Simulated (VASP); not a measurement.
# MgSb4Se (F-43m) in VASP: notebook

Runs on MgSb4Se. Level: PBE. Tasks: single point.

Everything below comes from runs of VASP 6.6.1. Logs are shortened: lines on timing, memory, paths and dates and some standing lists are left out, and cuts for length are marked.

## 1. The cell of the first run

The structure is cubic, space group F-43m (No. 216). Conventional cell: a = 8.838 Å, b = 8.838 Å, c = 8.838 Å, α = 90.00°, β = 90.00°, γ = 90.00°. Mg (site symmetry -43m) has 12 Sb at 3.66 Å and 4 Se at 3.83 Å within 4.8 Å. Sb (site symmetry 3m) has 6 Sb at 3.12 to 3.13 Å and 3 Se at 3.66 Å and 3 Mg at 3.66 Å within 4.1 Å. Within 4.8 Å of Se (site symmetry -43m) lie 12 Sb at 3.66 Å and 4 Mg at 3.83 Å.

## 2. Single point, PBE

File INCAR:

```
PREC     = Accurate       # precision mode
ENCUT    = 520            # plane-wave cutoff, eV
EDIFF    = 1E-6           # SCF threshold, eV
ISMEAR   = 0              # smearing method
SIGMA    = 0.1            # smearing width, eV
LREAL    = F              # projectors in reciprocal space
LASPH    = T              # aspherical terms in the spheres
NELM     = 100            # most SCF steps
ALGO     = Normal         # electronic algorithm
ISIF     = 2              # what is computed and relaxed
LWAVE    = F              # write WAVECAR
LCHARG   = F              # write CHGCAR
GGA      = PE             # functional
NBANDS   = 23             # bands
```

File KPOINTS:

```
regular mesh
0
Gamma
  4 4 4
```

File POSCAR:

```
MgSb4Se
1.0
    0.0000000000      4.4189736900      4.4189736900
    4.4189736900      0.0000000000      4.4189736900
    4.4189736900      4.4189736900      0.0000000000
Mg Sb Se
1 4 1
Direct
    0.0000000000      0.0000000000      0.0000000000
    0.8740740100      0.3753086600      0.3753086600
    0.3753086600      0.3753086600      0.3753086600
    0.3753086600      0.8740740100      0.3753086600
    0.3753086600      0.3753086600      0.8740740100
    0.7500000000      0.7500000000      0.7500000000
```

Potentials or basis: VASP PAW PBE potentials, release 64 (Mg, Sb, Se).

Command:

```console
> cat potpaw_PBE.64/Mg/POTCAR potpaw_PBE.64/Sb/POTCAR potpaw_PBE.64/Se/POTCAR > POTCAR
> mpirun -np 1 vasp_std > vasp.out
```

OUTCAR:

```text
PREC = Accurate
   ENCUT = 520
   EDIFF = 1E-6
   ISMEAR = 0
   LREAL = F
   LASPH = T
   NELM = 100
   ISIF = 2
   GGA = PE

 ion  position               nearest neighbor table
   1  0.000  0.000  0.000-   2 3.66   4 3.66   5 3.66   3 3.66   3 3.66   3 3.66   2 3.66   5 3.66
                             4 3.66   5 3.66   4 3.66   2 3.66
   2  0.874  0.375  0.375-   3 3.12   4 3.12   5 3.12   3 3.13   5 3.13   4 3.13   1 3.66   1 3.66
                             1 3.66
   3  0.375  0.375  0.375-   2 3.12   4 3.12   5 3.12   5 3.13   4 3.13   2 3.13   1 3.66   1 3.66
                             1 3.66
   4  0.375  0.874  0.375-   2 3.12   3 3.12   5 3.12   5 3.13   3 3.13   2 3.13   1 3.66   1 3.66
                             1 3.66
   5  0.375  0.375  0.874-   2 3.12   3 3.12   4 3.12   3 3.13   4 3.13   2 3.13   1 3.66   1 3.66
                             1 3.66
   6  0.750  0.750  0.750-

  LATTYP: Found a face centered cubic cell.
 ALAT       =     8.8379473800

  Lattice vectors:

 A1 = (   0.0000000000,   4.4189736900,   4.4189736900)
 A2 = (   4.4189736900,   0.0000000000,   4.4189736900)
 A3 = (   4.4189736900,   4.4189736900,   0.0000000000)

Analysis of symmetry for initial positions (statically):
=====================================================================
 Subroutine PRICEL returns:
 Original cell was already a primitive cell.

 Routine SETGRP: Setting up the symmetry group for a
 face centered cubic supercell.

 Subroutine GETGRP returns: Found 24 space group operations
 (whereof 24 operations were pure point group operations)
 out of a pool of 48 trial point group operations.

The static configuration has the point symmetry T_d .

Analysis of symmetry for dynamics (positions and initial velocities):
=====================================================================
 Subroutine PRICEL returns:
 Original cell was already a primitive cell.

 Routine SETGRP: Setting up the symmetry group for a
 face centered cubic supercell.

 Subroutine GETGRP returns: Found 24 space group operations
 (whereof 24 operations were pure point group operations)
 out of a pool of 48 trial point group operations.

The dynamic configuration has the point symmetry T_d .

 Subroutine INISYM returns: Found 24 space group operations
 (whereof 24 operations are pure point group operations),
 and found     1 'primitive' translations

----------------------------------------------------------------------------------------

                                     Primitive cell

  volume of cell :     172.5815

  direct lattice vectors                    reciprocal lattice vectors
     0.000000000  4.418973690  4.418973690    -0.113148445  0.113148445  0.113148445
     4.418973690  0.000000000  4.418973690     0.113148445 -0.113148445  0.113148445
     4.418973690  4.418973690  0.000000000     0.113148445  0.113148445 -0.113148445

  length of vectors
     6.249372524  6.249372524  6.249372524     0.195978855  0.195978855  0.195978855

  position of ions in fractional coordinates (direct lattice)
     0.000000000  0.000000000  0.000000000
     0.874074010  0.375308660  0.375308660
     0.375308660  0.375308660  0.375308660
     0.375308660  0.874074010  0.375308660
     0.375308660  0.375308660  0.874074010
     0.750000000  0.750000000  0.750000000

  ion indices of the primitive-cell ions
   primitive index   ion index
                 1           1
                 2           2
                 3           3
                 4           4
                 5           5
                 6           6

----------------------------------------------------------------------------------------

 KPOINTS: regular mesh

Automatic generation of k-mesh.
 Grid dimensions read from file:
 generate k-points for:    4    4    4

 Generating k-lattice:

  Cartesian coordinates                     Fractional coordinates (reciprocal lattice)
    -0.028287111  0.028287111  0.028287111     0.250000000  0.000000000  0.000000000
     0.028287111 -0.028287111  0.028287111     0.000000000  0.250000000  0.000000000
     0.028287111  0.028287111 -0.028287111     0.000000000  0.000000000  0.250000000

  Length of vectors
     0.048994714  0.048994714  0.048994714

  Shift w.r.t. Gamma in fractional coordinates (k-lattice)
     0.000000000  0.000000000  0.000000000

 Subroutine IBZKPT returns following result:
 ===========================================

 Found      8 irreducible k-points:

 Following reciprocal coordinates:
            Coordinates               Weight
  0.000000  0.000000  0.000000      1.000000
  0.250000  0.000000  0.000000      8.000000
  0.500000  0.000000  0.000000      4.000000
  0.250000  0.250000  0.000000      6.000000
  0.500000  0.250000  0.000000     24.000000
 -0.250000  0.250000  0.000000     12.000000
  0.500000  0.500000  0.000000      3.000000
 -0.250000  0.500000  0.250000      6.000000
   k-points           NKPTS =      8   k-points in BZ     NKDIM =      8   number of bands    NBANDS=     23
   number of dos      NEDOS =    301   number of ions     NIONS =      6
   total plane-waves  NPLWV = 110592
   dimension x,y,z NGX =    48 NGY =   48 NGZ =   48
   dimension x,y,z NGXF=    96 NGYF=   96 NGZF=   96
   ions per type =               1   4   1
   NGX,Y,Z   is equivalent  to a cutoff of  12.77, 12.77, 12.77 a.u.
   NGXF,Y,Z  is equivalent  to a cutoff of  25.54, 25.54, 25.54 a.u.
 SYSTEM =  unknown system
   PREC   = accura    normal or accurate (medium, high low for compatibility)
   ISTART =      0    job   : 0-new  1-cont  2-samecut
   ICHARG =      2    charge: 1-file 2-atom 10-const
   ISPIN  =      1    spin polarized calculation?
   LNONCOLLINEAR =      F non collinear calculations
   LSORBIT =      F    spin-orbit coupling
   LASPH  =      T    aspherical Exc in radial PAW
   ENCUT  =  520.0 eV  38.22 Ry    6.18 a.u.  11.62 11.62 11.62*2*pi/ulx,y,z
   NELM   =    100;   NELMIN=  2; NELMDL= -5     # of ELM steps
   EDIFF  = 0.1E-05   stopping-criterion for ELM
   LREAL  =      F    real-space projection
   EDIFFG = 0.1E-04   stopping-criterion for IOM
   NSW    =      0    number of steps for IOM
   IBRION =     -1    ionic relax: 0-MD 1-quasi-New 2-CG
   NFREE  =      0    steps in history (QN), initial steepest desc. (CG)
   ISIF   =      2    stress and relaxation
   ISYM   =      2    0-nonsym 1-usesym 2-fastsym
   POTIM  = 0.5000    time-step for ionic-motion
   TEBEG  =    0.0;   TEEND  =   0.0 temperature during run
   PSTRESS=    0.0 pullay stress
   NELECT =      28.0000    total number of electrons
   NUPDOWN=      -1.0000    fix difference up-down
   EMIN   =  10.00;   EMAX   =-10.00  energy-range for DOS
   EFERMI =   0.00;   METHOD = LEGACY
   ISMEAR =     0;   SIGMA  =   0.10  broadening in eV -4-tet -1-fermi 0-gaus
   EFERMI_NEDOS =   21; number of points for ismear=-14 and -15
   IALGO  =     38    algorithm
   IMIX   =      4    mixing-type and parameters
     AMIX     =   0.40;   BMIX     =  1.00
     AMIX_MAG =   1.60;   BMIX_MAG =  1.00
  volume/ion in A,a.u.               =      28.76       194.11
  Fermi-wavevector in a.u.,A,eV,Ry     =   0.892886  1.687310 10.847186  0.797246
  Thomas-Fermi vector in A             =   2.014893
   LORBIT       =      0    0 simple, 1 ext, 2 COOP (PROOUT), +10 PAW based schemes
   GGA     = PE    functional components
   LHFCALC =     F    Hartree Fock is set to
   AEXX    =    0.0000 exact exchange contribution
   IVDW    =     0    specifies the selected vdW correction
   LEPSILON=     F    determine dielectric tensor
   LRPA    =     F    only Hartree local field effects (RPA)
 non-spin polarized calculation
 Gauss-broadening in eV      SIGMA  =   0.10
  energy-cutoff  :      520.00
  volume of cell :      172.58
 maximum number of plane-waves:      4720
 NGX is ok and might be reduce to    48
   NGX = 23   NGY = 23   NGZ = 23

 number of electron      27.9999998 magnetization

 Free energy of the ion-electron system (eV)
  ---------------------------------------------------
  ext. energy  EPLUGINS =         0.00000000
  ---------------------------------------------------
  free energy    TOTEN  =       -19.89166120 eV

  energy without entropy =      -19.87440023  energy(sigma->0) =      -19.88303071

 E-fermi :   5.4236     XC(G=0):  -9.3624

 val. band max:        5.4057357283   @ k =   0.5000   0.5000   0.0000
 cond. band min:       5.5884489222   @ k =   0.5000   0.0000   0.0000
 fundamental gap:      0.1827131940
 Fermi energy:         5.4235980478

 k-point     1 :       0.0000    0.0000    0.0000
  band No.  band energies     occupation
      1      -7.0863      2.00000
      2      -5.5777      2.00000
      3      -2.0690      2.00000
      4      -2.0690      2.00000
      5      -2.0690      2.00000
      6      -0.5344      2.00000
[... 15 lines left out ...]
     22      11.6273      0.00000
     23      11.6273      0.00000

 k-point     2 :       0.2500    0.0000    0.0000
  band No.  band energies     occupation
      1      -6.8683      2.00000
      2      -5.6313      2.00000
      3      -3.2980      2.00000
      4      -2.1838      2.00000
      5      -2.1838      2.00000
      6       0.3962      2.00000
[... 15 lines left out ...]
     22       9.7369      0.00000
     23      11.1634      0.00000

 k-point     3 :       0.5000    0.0000    0.0000
  band No.  band energies     occupation
      1      -6.5499      2.00000
      2      -5.7388      2.00000
      3      -4.0827      2.00000
      4      -2.2843      2.00000
      5      -2.2843      2.00000
      6       0.6208      2.00000
[... 15 lines left out ...]
     22      10.1308      0.00000
     23      10.5129      0.00000
[... 79 lines left out ...]
 k-point     7 :       0.5000    0.5000    0.0000
  band No.  band energies     occupation
      1      -6.4680      2.00000
      2      -5.0954      2.00000
      3      -5.0082      2.00000
      4      -2.5825      2.00000
      5      -2.5825      2.00000
      6       0.9650      2.00000
[... 15 lines left out ...]
     22       9.4965      0.00000
     23      10.2371      0.00000

 k-point     8 :      -0.2500    0.5000    0.2500
  band No.  band energies     occupation
      1      -6.4440      2.00000
      2      -5.0921      2.00000
      3      -5.0855      2.00000
      4      -2.6545      2.00000
      5      -2.4239      2.00000
      6       1.8143      2.00000
[... 15 lines left out ...]
     22       8.8354      0.00000
     23      10.3836      0.00000

------------------------ aborting loop because EDIFF is reached ----------------------------------------

  FORCE on cell =-STRESS in cart. coord.  units (eV):
  Direction    XX          YY          ZZ          XY          YZ          ZX
  --------------------------------------------------------------------------------------
  -------------------------------------------------------------------------------------
  Total       -1.7905888     -1.7905888     -1.7905888      0.0000000      0.0000000      0.0000000
  in kB      -16.6231072    -16.6231072    -16.6231072      0.0000000      0.0000000      0.0000000
  external PRESSURE =     -16.6231072 kB  Pullay stress =       0.0000000 kB

 VOLUME and BASIS-vectors are now :
 -----------------------------------------------------------------------------
  energy-cutoff  :      520.00
  volume of cell :      172.58
      direct lattice vectors                 reciprocal lattice vectors
     0.000000000  4.418973690  4.418973690    -0.113148445  0.113148445  0.113148445
     4.418973690  0.000000000  4.418973690     0.113148445 -0.113148445  0.113148445
     4.418973690  4.418973690  0.000000000     0.113148445  0.113148445 -0.113148445

 POSITION                                       TOTAL-FORCE (eV/Angst)
 -----------------------------------------------------------------------------------
      0.00000      0.00000      0.00000         0.000000      0.000000      0.000000
      3.31696      5.52099      5.52099         0.204137     -0.204137     -0.204137
      3.31696      3.31696      3.31696         0.204137      0.204137      0.204137
      5.52099      3.31696      5.52099        -0.204137      0.204137     -0.204137
      5.52099      5.52099      3.31696        -0.204137     -0.204137      0.204137
      6.62846      6.62846      6.62846         0.000000      0.000000      0.000000
 -----------------------------------------------------------------------------------
    total drift:                                0.000015      0.000015      0.000015

  FREE ENERGIE OF THE ION-ELECTRON SYSTEM (eV)
  ---------------------------------------------------
  free  energy   TOTEN  =       -19.8916611996 eV

  energy  without entropy=      -19.8744002278  energy(sigma->0) =      -19.88303071
```

It took 29 s on 1 thread of AMD EPYC 9R45 (Zen 5), shared host; peak memory 0.3 GiB.

What came out:

```
Free energy            : -19.8917 eV
Pressure               : -1.7 GPa
Largest force          : 0.354 eV/Å
Band gap on the k mesh : zero (band 14 reaches 5.40 eV, above the bottom of band 15 at 4.73 eV)
```

Forces on the atoms (eV/Å):
```
Mg   0.000  0.000  0.000
Sb   0.204 -0.204 -0.204
Sb   0.204  0.204  0.204
Sb  -0.204  0.204 -0.204
Sb  -0.204 -0.204  0.204
Se   0.000  0.000  0.000
```

Levels at points of the mesh, in eV from the Fermi level:
```csv
k point,band 10,band 11,band 12,band 13,band 14,band 15,band 16,band 17,band 18,band 19
"(0.00, 0.00, 0.00)",-2.01,-2.01,-1.30,-1.30,-1.30,-0.69,3.43,3.43,3.43,3.92
"(0.50, 0.00, 0.00)",-1.36,-1.36,-0.95,-0.44,-0.44,0.16,1.05,1.05,1.29,4.01
"(0.50, 0.50, 0.00)",-1.27,-0.43,-0.41,-0.41,-0.10,-0.04,-0.02,0.73,0.73,2.09
```

Caveat: spin-orbit coupling is left out, which moves the levels of the heavy elements.

## 3. Single point, PBE

This run uses another cell than the first one, of 28.02 Å³/atom, 0.974 times its volume.

File INCAR:

```
SYSTEM = MgSb4Se
PREC = Accurate
ENCUT = 520
EDIFF = 1E-6
ISMEAR = 0
SIGMA = 0.1
LREAL = .False.
LASPH = .True.
NELM = 80
ALGO = Normal
ISIF = 2
LWAVE = .False.
LCHARG = .False.
GGA = PE
NBANDS = 23
```

File KPOINTS:

```
regular mesh
0
Gamma
  8 8 8
  0 0 0
```

File POSCAR:

```
MgSb4Se
1.0
    0.0000000000      4.3808139579      4.3808139579
    4.3808139579      0.0000000000      4.3808139579
    4.3808139579      4.3808139579      0.0000000000
Mg Sb Se
1 4 1
Direct
    0.0000000000      0.0000000000      0.0000000000
    0.8690796431      0.3769734523      0.3769734523
    0.3769734523      0.3769734523      0.3769734523
    0.3769734523      0.8690796431      0.3769734523
    0.3769734523      0.3769734523      0.8690796431
    0.7500000000      0.7500000000      0.7500000000
```

Potentials or basis: VASP PAW PBE potentials, release 64 (Mg, Sb, Se).

Command:

```console
> cat potpaw_PBE.64/Mg/POTCAR potpaw_PBE.64/Sb/POTCAR potpaw_PBE.64/Se/POTCAR > POTCAR
> mpirun -np 1 vasp_std > vasp.out
```

Run time: 80 s. Hardware: 1 thread of AMD EPYC 9R45 (Zen 5), shared host; peak memory 0.36 GiB.

Results (log left out):

```
Free energy            : -19.8282 eV
Pressure               : -0.1 GPa
Largest force          : 0.006 eV/Å
Band gap on the k mesh : zero (band 14 reaches 6.17 eV, above the bottom of band 15 at 5.06 eV)
```

Forces on the atoms (eV/Å):
```
Mg   0.000  0.000  0.000
Sb   0.003 -0.003 -0.003
Sb   0.003  0.003  0.003
Sb  -0.003  0.003 -0.003
Sb  -0.003 -0.003  0.003
Se   0.000  0.000  0.000
```

Levels at points of the mesh, in eV from the Fermi level:
| k point | band 12 | band 13 | band 14 | band 15 | band 16 | band 17 |
| --- | --- | --- | --- | --- | --- | --- |
| (0.00, 0.00, 0.00) | -1.42 | -1.42 | -1.42 | -0.85 | 3.25 | 3.25 |
| (0.50, 0.00, 0.00) | -1.08 | -0.79 | -0.79 | -0.08 | 0.99 | 0.99 |
| (0.50, 0.50, 0.00) | -0.65 | -0.61 | -0.48 | -0.18 | -0.14 | 0.58 |

Caveat: spin-orbit coupling is left out, which moves the levels of the heavy elements.
